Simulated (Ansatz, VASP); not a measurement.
**Two plane-wave programs on GaN**

File POSCAR:

```
GaN
1.0
    0.0000000000      2.3389106427      2.3389106427
    2.3389106427      0.0000000000      2.3389106427
    2.3389106427      2.3389106427      0.0000000000
Ga N
1 1
Direct
    0.0000000000      0.0000000000      0.0000000000
    0.2500000000      0.2500000000      0.2500000000
```

File INCAR.step1:

```
  PREC = Accurate
  ENCUT = 520
  EDIFF = 1E-5
  ISMEAR = 0
  SIGMA = 0.01
  LREAL = False
  LASPH = True
  NELM = 100
  ALGO = Normal
  ISIF = 2
  LWAVE = True
  GGA = PE
  NBANDS = 16
```

Contents of INCAR.step2:

```
  PREC = Accurate
  ENCUT = 520
  EDIFF = 1E-7
  ISMEAR = 0
  SIGMA = 0.01
  LREAL = False
  LASPH = True
  NELM = 100
  ALGO = Normal
  ISIF = 2
  LWAVE = False
  LCHARG = True
  GGA = PE
  LHFCALC = True
  HFSCREEN = 0.2079
  PRECFOCK = Normal
  LELF = True
  LVHAR = True
  ISTART = 1
  NBANDS = 16
```

The input KPOINTS:

```
regular mesh
0
Gamma
  6 6 6
```

Input for Ansatz:

```yaml
crystal:
  lattice:
    - [0.0, 2.3389106427, 2.3389106427]
    - [2.3389106427, 0.0, 2.3389106427]
    - [2.3389106427, 2.3389106427, 0.0]
  atoms:
    - { symbol: Ga, position: [0.0, 0.0, 0.0] }
    - { symbol: "N", position: [0.25, 0.25, 0.25] }
kpoints:
  mp_grid: { grid: [6, 6, 6] }
  band_path:
    path:
      - [0.0, 0.0, 0.0]
      - [-0.5, -0.5, 0.0]
      - [-0.375, -0.375, 0.25]
      - [-0.375, 0.0, 0.375]
      - [0.0, 0.0, 0.5]
      - [-0.5, -0.25, 0.25]
    npoints: 1
hamiltonian:
  xc: hse06
scf:
  occupations: { method: fixed }
  n_extra_bands: 4
output:
  forces: true
  stress: true
  eigenvalues: true
```

Change from the starting cell: hydrostatic strain +4.0%.

Alike in both runs: task single point; functional HSE06; k mesh 6 × 6 × 6; no spin polarisation.

|  | VASP | Ansatz |
| --- | --- | --- |
| version | VASP 6.6.1 | Ansatz 0.2.0 |
| potentials or method | VASP PAW PBE potentials, release 64 (Ga_d, N) | plane waves, PAW |
| plane-wave cutoff (eV) | 520 | 420 |
| occupations | gaussian, width 0.01 eV | fixed |
| valence electrons in the cell | 18 | 18 |

Ansatz gave:

```
gap on the k mesh at the Fermi level (eV) : 2.14
pressure (GPa)                            : -18.2
```

Q: What did VASP give for the same quantities?

A: gap on the k mesh at the Fermi level (eV): 2.14; pressure (GPa): -18.1.

Ansatz's warnings: stress exchange threshold loose, stress scf threshold loose.
